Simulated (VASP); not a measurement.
# BaTiO3 (R3m) in VASP: a series of runs

Aim: see how the results for BaTiO3 move with the level of theory and the settings. Levels: PBE, r2SCAN. Tasks: single point.

Everything below comes from runs of VASP 6.6.1. Logs are shortened: lines on timing, memory, paths and dates and some standing lists are left out, and cuts for length are marked.

### Step 1. The cell of the first run

It takes space group R3m (No. 160, trigonal). Conventional cell: a = 5.824 Å, b = 5.824 Å, c = 7.244 Å, α = 90.00°, β = 90.00°, γ = 120.00°. Ba (site symmetry 3m) has 12 O at 2.81 to 3.08 Å and 8 Ti at 3.51 to 3.74 Å within 3.8 Å. Ti (site symmetry 3m) has 6 O at 1.85 to 2.31 Å within 2.5 Å. O (site symmetry m) has 2 Ti at 1.85 to 2.31 Å within 2.5 Å.

### Step 2. Single point, PBE (14.18 Å³/atom)

Contents of INCAR:

```
PREC = Accurate
ENCUT = 520
EDIFF = 1E-6
ISMEAR = 0
SIGMA = 0.02
LREAL = False
LASPH = True
NELM = 80
ALGO = Normal
ISIF = 2
LWAVE = False
LCHARG = False
GGA = PE
NBANDS = 28
```

Contents of KPOINTS:

```
regular mesh
0
Gamma
  6 6 6
```

Contents of POSCAR:

```
BaTiO3
1.0
    2.9118058046      1.6811318651      2.4145258543
   -2.9118058046      1.6811318651      2.4145258543
    0.0000000000     -3.3622637302      2.4145258544
Ba Ti O
1 1 3
Direct
    0.0097120698      0.0097120698      0.0097120698
    0.5254523658      0.5254523658      0.5254523658
    0.4866275588      0.4866275588      0.9702804968
    0.4866275588      0.9702804968      0.4866275588
    0.9702804968      0.4866275588      0.4866275588
```

Potentials or basis: VASP PAW PBE potentials, release 64 (Ba_sv, Ti_sv, O).

On the command line:

```console
> cat potpaw_PBE.64/Ba_sv/POTCAR potpaw_PBE.64/Ti_sv/POTCAR potpaw_PBE.64/O/POTCAR > POTCAR
> mpirun -np 1 vasp_std > vasp.out
```

OUTCAR:

```text
PREC = Accurate
   ENCUT = 520
   EDIFF = 1E-6
   ISMEAR = 0
   LREAL = False
   LASPH = True
   NELM = 80
   ISIF = 2
   GGA = PE

 ion  position               nearest neighbor table
   1  0.010  0.010  0.010-   3 2.81   4 2.81   5 2.81   5 2.92   4 2.92   4 2.92   5 2.92   3 2.92
                             3 2.92   3 3.08   4 3.08   5 3.08   2 3.51   2 3.54   2 3.54   2 3.54
   2  0.525  0.525  0.525-   4 1.85   5 1.85   3 1.85   4 2.31   5 2.31   3 2.31   1 3.51   1 3.54
                             1 3.54   1 3.54   1 3.61   1 3.61   1 3.61   1 3.74
   3  0.487  0.487  0.970-   2 1.85   2 2.31   1 2.81   1 2.92   1 2.92   1 3.08
   4  0.487  0.970  0.487-   2 1.85   2 2.31   1 2.81   1 2.92   1 2.92   1 3.08
   5  0.970  0.487  0.487-   2 1.85   2 2.31   1 2.81   1 2.92   1 2.92   1 3.08

  LATTYP: Found a trigonal (rhomboedric) cell.
 ALAT       =     4.1394145109
 COS(alpha) =     0.0103606052

  Lattice vectors:

 A1 = (   2.9118058046,   1.6811318651,   2.4145258543)
 A2 = (  -2.9118058046,   1.6811318651,   2.4145258543)
 A3 = (   0.0000000000,  -3.3622637302,   2.4145258544)

Analysis of symmetry for initial positions (statically):
=====================================================================
 Subroutine PRICEL returns:
 Original cell was already a primitive cell.

 Routine SETGRP: Setting up the symmetry group for a
 trigonal (rhombohedral) supercell.

 Subroutine GETGRP returns: Found  6 space group operations
 (whereof  6 operations were pure point group operations)
 out of a pool of 12 trial point group operations.

The static configuration has the point symmetry C_3v.

Analysis of symmetry for dynamics (positions and initial velocities):
=====================================================================
 Subroutine PRICEL returns:
 Original cell was already a primitive cell.

 Routine SETGRP: Setting up the symmetry group for a
 trigonal (rhombohedral) supercell.

 Subroutine GETGRP returns: Found  6 space group operations
 (whereof  6 operations were pure point group operations)
 out of a pool of 12 trial point group operations.

The dynamic configuration has the point symmetry C_3v.

 Subroutine INISYM returns: Found  6 space group operations
 (whereof  6 operations are pure point group operations),
 and found     1 'primitive' translations

----------------------------------------------------------------------------------------

                                     Primitive cell

  volume of cell :      70.9165

  direct lattice vectors                    reciprocal lattice vectors
     2.911805805  1.681131865  2.414525854     0.171714748  0.099139556  0.138053329
    -2.911805805  1.681131865  2.414525854    -0.171714748  0.099139556  0.138053329
     0.000000000 -3.362263730  2.414525854     0.000000000 -0.198279112  0.138053329

  length of vectors
     4.139414511  4.139414511  4.139414511     0.241605728  0.241605728  0.241605728

  position of ions in fractional coordinates (direct lattice)
     0.009712070  0.009712070  0.009712070
     0.525452366  0.525452366  0.525452366
     0.486627559  0.486627559  0.970280497
     0.486627559  0.970280497  0.486627559
     0.970280497  0.486627559  0.486627559

  ion indices of the primitive-cell ions
   primitive index   ion index
                 1           1
                 2           2
                 3           3
                 4           4
                 5           5

----------------------------------------------------------------------------------------

 KPOINTS: regular mesh

Automatic generation of k-mesh.
 Grid dimensions read from file:
 generate k-points for:    6    6    6

 Generating k-lattice:

  Cartesian coordinates                     Fractional coordinates (reciprocal lattice)
     0.028619125  0.016523259  0.023008888     0.166666667  0.000000000 -0.000000000
    -0.028619125  0.016523259  0.023008888     0.000000000  0.166666667 -0.000000000
     0.000000000 -0.033046519  0.023008888     0.000000000  0.000000000  0.166666667

  Length of vectors
     0.040267621  0.040267621  0.040267621

  Shift w.r.t. Gamma in fractional coordinates (k-lattice)
     0.000000000  0.000000000  0.000000000

 Subroutine IBZKPT returns following result:
 ===========================================

 Found     32 irreducible k-points:

 Following reciprocal coordinates:
            Coordinates               Weight
  0.000000  0.000000  0.000000      1.000000
  0.166667 -0.000000  0.000000      6.000000
  0.333333 -0.000000 -0.000000      6.000000
  0.500000 -0.000000  0.000000      3.000000
  0.166667  0.166667  0.000000      6.000000
  0.333333  0.166667  0.000000     12.000000
[... 16 lines left out ...]
  0.500000  0.500000  0.166667      6.000000
 -0.333333  0.500000  0.166667     12.000000
 [... further k-points ...]
   k-points           NKPTS =     32   k-points in BZ     NKDIM =     32   number of bands    NBANDS=     28
   number of dos      NEDOS =    301   number of ions     NIONS =      5
   total plane-waves  NPLWV =  32768
   dimension x,y,z NGX =    32 NGY =   32 NGZ =   32
   dimension x,y,z NGXF=    64 NGYF=   64 NGZF=   64
   ions per type =               1   1   3
   NGX,Y,Z   is equivalent  to a cutoff of  12.85, 12.85, 12.85 a.u.
   NGXF,Y,Z  is equivalent  to a cutoff of  25.70, 25.70, 25.70 a.u.
 SYSTEM =  unknown system
   PREC   = accura    normal or accurate (medium, high low for compatibility)
   ISTART =      0    job   : 0-new  1-cont  2-samecut
   ICHARG =      2    charge: 1-file 2-atom 10-const
   ISPIN  =      1    spin polarized calculation?
   LNONCOLLINEAR =      F non collinear calculations
   LSORBIT =      F    spin-orbit coupling
   LASPH  =      T    aspherical Exc in radial PAW
   ENCUT  =  520.0 eV  38.22 Ry    6.18 a.u.   7.70  7.70  7.70*2*pi/ulx,y,z
   NELM   =     80;   NELMIN=  2; NELMDL= -5     # of ELM steps
   EDIFF  = 0.1E-05   stopping-criterion for ELM
   LREAL  =      F    real-space projection
   EDIFFG = 0.1E-04   stopping-criterion for IOM
   NSW    =      0    number of steps for IOM
   IBRION =     -1    ionic relax: 0-MD 1-quasi-New 2-CG
   NFREE  =      0    steps in history (QN), initial steepest desc. (CG)
   ISIF   =      2    stress and relaxation
   ISYM   =      2    0-nonsym 1-usesym 2-fastsym
   POTIM  = 0.5000    time-step for ionic-motion
   TEBEG  =    0.0;   TEEND  =   0.0 temperature during run
   PSTRESS=    0.0 pullay stress
   NELECT =      40.0000    total number of electrons
   NUPDOWN=      -1.0000    fix difference up-down
   EMIN   =  10.00;   EMAX   =-10.00  energy-range for DOS
   EFERMI =   0.00;   METHOD = LEGACY
   ISMEAR =     0;   SIGMA  =   0.02  broadening in eV -4-tet -1-fermi 0-gaus
   EFERMI_NEDOS =   21; number of points for ismear=-14 and -15
   IALGO  =     38    algorithm
   IMIX   =      4    mixing-type and parameters
     AMIX     =   0.40;   BMIX     =  1.00
     AMIX_MAG =   1.60;   BMIX_MAG =  1.00
  volume/ion in A,a.u.               =      14.18        95.71
  Fermi-wavevector in a.u.,A,eV,Ry     =   1.352630  2.556100 24.893332  1.829608
  Thomas-Fermi vector in A             =   2.479953
   LORBIT       =      0    0 simple, 1 ext, 2 COOP (PROOUT), +10 PAW based schemes
   GGA     = PE    functional components
   LHFCALC =     F    Hartree Fock is set to
   AEXX    =    0.0000 exact exchange contribution
   IVDW    =     0    specifies the selected vdW correction
   LEPSILON=     F    determine dielectric tensor
   LRPA    =     F    only Hartree local field effects (RPA)
 non-spin polarized calculation
 Gauss-broadening in eV      SIGMA  =   0.02
  energy-cutoff  :      520.00
  volume of cell :       70.92
 maximum number of plane-waves:      1932
   NGX = 15   NGY = 15   NGZ = 15

 number of electron      40.0000008 magnetization

 Free energy of the ion-electron system (eV)
  ---------------------------------------------------
  ext. energy  EPLUGINS =         0.00000000
  ---------------------------------------------------
  free energy    TOTEN  =       -40.02198468 eV

  energy without entropy =      -40.02198468  energy(sigma->0) =      -40.02198468

 E-fermi :   3.1289     XC(G=0): -10.6855

 val. band max:        2.9675367211   @ k =   0.5000   0.5000   0.5000
 cond. band min:       5.8446273092   @ k =  -0.1667   0.1667   0.0000
 fundamental gap:      2.8770905880
 Fermi energy:         3.1288765635

 k-point     1 :       0.0000    0.0000    0.0000
  band No.  band energies     occupation
      1     -53.2386      2.00000
      2     -29.5109      2.00000
      3     -29.5013      2.00000
      4     -29.5013      2.00000
      5     -22.0859      2.00000
      6     -13.5600      2.00000
[... 20 lines left out ...]
     27       8.0325      0.00000
     28       9.2948      0.00000

 k-point     2 :       0.1667   -0.0000    0.0000
  band No.  band energies     occupation
      1     -53.2384      2.00000
      2     -29.5153      2.00000
      3     -29.5048      2.00000
      4     -29.5010      2.00000
      5     -22.0690      2.00000
      6     -13.5598      2.00000
[... 20 lines left out ...]
     27       8.4626      0.00000
     28       9.9249      0.00000

 k-point     3 :       0.3333   -0.0000   -0.0000
  band No.  band energies     occupation
      1     -53.2381      2.00000
      2     -29.5299      2.00000
      3     -29.5059      2.00000
      4     -29.5004      2.00000
      5     -22.0350      2.00000
      6     -13.6087      2.00000
[... 20 lines left out ...]
     27       9.4435      0.00000
     28      10.9402      0.00000

 k-point     4 :       0.5000   -0.0000    0.0000
  band No.  band energies     occupation
      1     -53.2380      2.00000
      2     -29.5378      2.00000
      3     -29.5058      2.00000
      4     -29.5001      2.00000
      5     -22.0178      2.00000
      6     -13.6512      2.00000
[... 578 lines left out ...]
     27      10.0593      0.00000
     28      10.7625      0.00000

 k-point    23 :       0.5000    0.5000    0.1667
  band No.  band energies     occupation
      1     -53.2373      2.00000
      2     -29.5385      2.00000
      3     -29.5317      2.00000
      4     -29.5093      2.00000
      5     -21.9601      2.00000
      6     -13.0981      2.00000
[... 20 lines left out ...]
     27      10.9481      0.00000
     28      11.2487      0.00000

 k-point    24 :      -0.3333    0.5000    0.1667
  band No.  band energies     occupation
      1     -53.2374      2.00000
      2     -29.5368      2.00000
      3     -29.5261      2.00000
      4     -29.5095      2.00000
      5     -21.9716      2.00000
      6     -13.2379      2.00000
[... 20 lines left out ...]
     27      10.6414      0.00000
     28      11.0806      0.00000

 [... further k-points ...]

------------------------ aborting loop because EDIFF is reached ----------------------------------------

  FORCE on cell =-STRESS in cart. coord.  units (eV):
  Direction    XX          YY          ZZ          XY          YZ          ZX
  --------------------------------------------------------------------------------------
  -------------------------------------------------------------------------------------
  Total       -1.3835256     -1.3835256     -1.4495675      0.0000000      0.0000000      0.0000000
  in kB      -31.2572291    -31.2572291    -32.7492768      0.0000000      0.0000000      0.0000000
  external PRESSURE =     -31.7545783 kB  Pullay stress =       0.0000000 kB

 VOLUME and BASIS-vectors are now :
 -----------------------------------------------------------------------------
  energy-cutoff  :      520.00
  volume of cell :       70.92
      direct lattice vectors                 reciprocal lattice vectors
     2.911805805  1.681131865  2.414525854     0.171714748  0.099139556  0.138053329
    -2.911805805  1.681131865  2.414525854    -0.171714748  0.099139556  0.138053329
     0.000000000 -3.362263730  2.414525854     0.000000000 -0.198279112  0.138053329

 POSITION                                       TOTAL-FORCE (eV/Angst)
 -----------------------------------------------------------------------------------
      0.00000      0.00000      0.07035         0.000000      0.000000     -0.048103
      0.00000      0.00000      3.80615         0.000000      0.000000     -0.110801
      0.00000     -1.62617      4.69272         0.000000     -0.051476      0.052968
     -1.40830      0.81308      4.69272        -0.044580      0.025738      0.052968
      1.40830      0.81308      4.69272         0.044580      0.025738      0.052968
 -----------------------------------------------------------------------------------
    total drift:                                0.000000     -0.000001      0.000190

  FREE ENERGIE OF THE ION-ELECTRON SYSTEM (eV)
  ---------------------------------------------------
  free  energy   TOTEN  =       -40.0219846850 eV

  energy  without entropy=      -40.0219846850  energy(sigma->0) =      -40.02198468
```

Run time: 64 s. Hardware: 1 thread of Intel Xeon 8259CL, shared host; peak memory 0.22 GiB.

What came out:

* Free energy: -40.0220 eV
* Pressure: -3.2 GPa
* Largest force: 0.111 eV/Å
* Band gap on the k mesh: 2.88 eV (least direct gap 3.46 eV)

Forces on the atoms (eV/Å):
```
Ba   0.000  0.000 -0.048
Ti   0.000  0.000 -0.111
O    0.000 -0.051  0.053
O   -0.045  0.026  0.053
O    0.045  0.026  0.053
```

Stress tensor (GPa, compression positive):
```
-3.13  0.00  0.00
 0.00 -3.13  0.00
 0.00  0.00 -3.27
```

Levels at points of the mesh, in eV from the valence-band top:
```
           k point  band 16  band 17  band 18  band 19  band 20  band 21  band 22  band 23  band 24  band 25
(0.00, 0.00, 0.00)    -1.43    -0.89    -0.87    -0.73    -0.73     2.93     2.93     3.13     4.61     4.61
(0.50, 0.00, 0.00)    -1.95    -1.54    -1.39    -1.16    -0.93     3.05     3.73     3.95     4.57     5.67
(0.50, 0.50, 0.00)    -2.44    -1.51    -0.94    -0.81    -0.09     3.81     3.88     4.13     4.77     7.13
(0.50, 0.50, 0.50)    -2.37    -2.28    -0.06    -0.06     0.00     4.01     4.35     4.35     6.12     6.12
```

Caveat: the cell stands under tension; spin-orbit coupling is left out, which moves the levels of the heavy elements. A k mesh can miss the band edges.

### Step 3. Single point, PBE (14.72 Å³/atom)

This run uses another cell than the first one, of 14.72 Å³/atom.

Contents of INCAR:

```
SYSTEM = BaTiO3
ALGO     = Normal         ! electronic algorithm
EDIFF    = 1E-6           ! SCF threshold, eV
ENCUT    = 520            ! plane-wave cutoff, eV
GGA      = PE             ! functional
ISIF     = 2              ! what is computed and relaxed
ISMEAR   = 0              ! smearing method
LASPH    = .TRUE.         ! aspherical terms in the spheres
LCHARG   = .FALSE.        ! write CHGCAR
LREAL    = .FALSE.        ! projectors in reciprocal space
LWAVE    = .FALSE.        ! write WAVECAR
NBANDS   = 28             ! bands
NELM     = 100            ! most SCF steps
PREC     = Accurate       ! precision mode
SIGMA    = 0.02           ! smearing width, eV
```

Contents of KPOINTS:

```
k-points
0
G
  6 6 6
  0 0 0
```

Contents of POSCAR:

```
BaTiO3
1.0
    2.9415938863      1.6983300221      2.4551502007
   -2.9415938863      1.6983300221      2.4551502007
    0.0000000000     -3.3966600441      2.4551502007
Ba Ti O
1 1 3
Direct
    0.0140285896      0.0140285896      0.0140285896
    0.5289814202      0.5289814202      0.5289814202
    0.4850491438      0.4850491438      0.9655917526
    0.4850491438      0.9655917526      0.4850491438
    0.9655917526      0.4850491438      0.4850491438
```

Potentials or basis: VASP PAW PBE potentials, release 64 (Ba_sv, Ti_sv, O).

On the command line:

```console
> cat potpaw_PBE.64/Ba_sv/POTCAR potpaw_PBE.64/Ti_sv/POTCAR potpaw_PBE.64/O/POTCAR > POTCAR
> mpirun -np 1 vasp_std > vasp.out
```

It took 95 s on 1 thread of Intel Xeon 8259CL, shared host; peak memory 0.22 GiB.

The run converged. Its results:

* Free energy: -39.9437 eV
* Pressure: -5.2 GPa
* Largest force: 0.127 eV/Å
* Band gap on the k mesh: 3.00 eV (least direct gap 3.64 eV)

Forces in eV/Å, atoms in the order of the input:
```
Ba   0.000  0.000 -0.065
Ti   0.000  0.000 -0.127
O    0.000 -0.049  0.064
O   -0.042  0.024  0.064
O    0.042  0.024  0.064
```

Stress tensor (GPa, compression positive):
```
-5.17  0.00  0.00
 0.00 -5.17  0.00
 0.00  0.00 -5.28
```

Levels at points of the mesh, in eV from the valence-band top:
```csv
k point,band 18,band 19,band 20,band 21,band 22,band 23
"(0.00, 0.00, 0.00)",-0.84,-0.84,-0.80,3.14,3.14,3.35
"(0.50, 0.00, 0.00)",-1.33,-1.20,-0.94,3.24,3.74,4.01
"(0.50, 0.50, 0.00)",-0.94,-0.78,-0.09,3.80,3.92,4.15
"(0.50, 0.50, 0.50)",-0.09,-0.09,0.00,3.93,4.33,4.33
```

Caveat: the cell stands under tension; spin-orbit coupling is left out, which moves the levels of the heavy elements. A k mesh can miss the band edges.

### Step 4. Single point, r2SCAN

This run uses another cell than the first one, of 13.38 Å³/atom.

Contents of POSCAR:

```
BaTiO3
1.0
    2.8628964670      1.6528940459      2.3563485123
   -2.8628964670      1.6528940459      2.3563485123
    0.0000000000     -3.3057880917      2.3563485123
Ba Ti O
1 1 3
Direct
    0.0050105865      0.0050105865      0.0050105865
    0.5191677358      0.5191677358      0.5191677358
    0.4883657726      0.4883657726      0.9777901826
    0.4883657726      0.9777901826      0.4883657726
    0.9777901826      0.4883657726      0.4883657726
```

Contents of INCAR.step1:

```
SYSTEM = BaTiO3
  PREC = Accurate
  ENCUT = 520
  ISMEAR = 0
  SIGMA = 0.02
  LREAL = .FALSE.
  LASPH = .TRUE.
  NELM = 80
  NBANDS = 28
  GGA = PE
  ALGO = Normal
  EDIFF = 1E-4
  LWAVE = .TRUE.
  LCHARG = .FALSE.
```

Contents of INCAR.step2:

```
SYSTEM = BaTiO3
  PREC = Accurate
  ENCUT = 520
  EDIFF = 1E-6
  ISMEAR = 0
  SIGMA = 0.02
  LREAL = .FALSE.
  LASPH = .TRUE.
  NELM = 80
  ALGO = Normal
  ISIF = 2
  LWAVE = .FALSE.
  LCHARG = .FALSE.
  METAGGA = R2SCAN
  LMIXTAU = .TRUE.
  NBANDS = 28
  ISTART = 1
```

Contents of KPOINTS:

```
Automatic mesh
0
G
  6 6 6
  0 0 0
```

On the command line:

```console
> cat potpaw_PBE.64/Ba_sv/POTCAR potpaw_PBE.64/Ti_sv/POTCAR potpaw_PBE.64/O/POTCAR > POTCAR
> cp INCAR.step1 INCAR
> mpirun -np 1 vasp_std > vasp.out
> cp INCAR.step2 INCAR
> mpirun -np 1 vasp_std > vasp.out
```

Run time: 5.1 min. Hardware: 1 thread of Intel Xeon 8259CL, shared host; peak memory 0.21 GiB.

The run converged. Its results:

| Quantity | Value |
| --- | --- |
| Free energy | -74.2664 eV |
| Pressure | -1.4 GPa |
| Largest force | 0.126 eV/Å |
| Band gap on the k mesh | 2.97 eV (least direct gap 3.52 eV) |

Forces in eV/Å, atoms in the order of the input:
```
Ba   0.000  0.000 -0.062
Ti   0.000  0.000 -0.126
O    0.000  0.022  0.063
O    0.019 -0.011  0.063
O   -0.019 -0.011  0.063
```

Levels at points of the mesh, in eV from the valence-band top:
```tsv
k point	band 16	band 17	band 18	band 19	band 20	band 21	band 22	band 23	band 24	band 25
(0.00, 0.00, 0.00)	-1.37	-1.02	-0.68	-0.55	-0.55	2.97	2.97	3.14	4.81	4.81
(0.50, 0.00, 0.00)	-2.02	-1.64	-1.52	-1.07	-0.92	3.12	4.10	4.26	4.77	6.31
(0.50, 0.50, 0.00)	-2.58	-1.63	-0.93	-0.85	-0.09	4.19	4.21	4.53	5.25	7.93
(0.50, 0.50, 0.50)	-2.40	-2.34	-0.03	-0.03	0.00	4.55	4.78	4.78	7.01	7.01
```

Caveat: the PAW data sets were made with another functional, which shifts forces and pressure a little; spin-orbit coupling is left out, which moves the levels of the heavy elements.

### Step 5. Overview

| level | cell | gap on the mesh (eV) | pressure (GPa) | largest force (eV/Å) |
| --- | --- | --- | --- | --- |
| PBE | a = 4.139 Å, angles 89.4°, 5 atoms, atomic positions A | 2.88 | -3.2 | 0.11 |
| PBE | a = 4.191 Å, angles 89.2°, 5 atoms, atomic positions B | 3.00 | -5.2 | 0.13 |
| r2SCAN | a = 4.060 Å, angles 89.7°, 5 atoms, atomic positions C | 2.97 | -1.4 | 0.13 |

Alike in all rows: task single point; potentials or basis VASP PAW PBE potentials, release 64 (Ba_sv, Ti_sv, O); no spin polarisation; k mesh 6 × 6 × 6; cutoff (eV) 520; smearing gaussian 0.02 eV.

Caveats: spin-orbit coupling is left out, which moves the levels of the heavy elements; the cell stands under tension (at least some runs); the PAW data sets were made with another functional, which shifts forces and pressure a little (at least some runs).

Absolute energies hang on the potentials; compare differences alone.
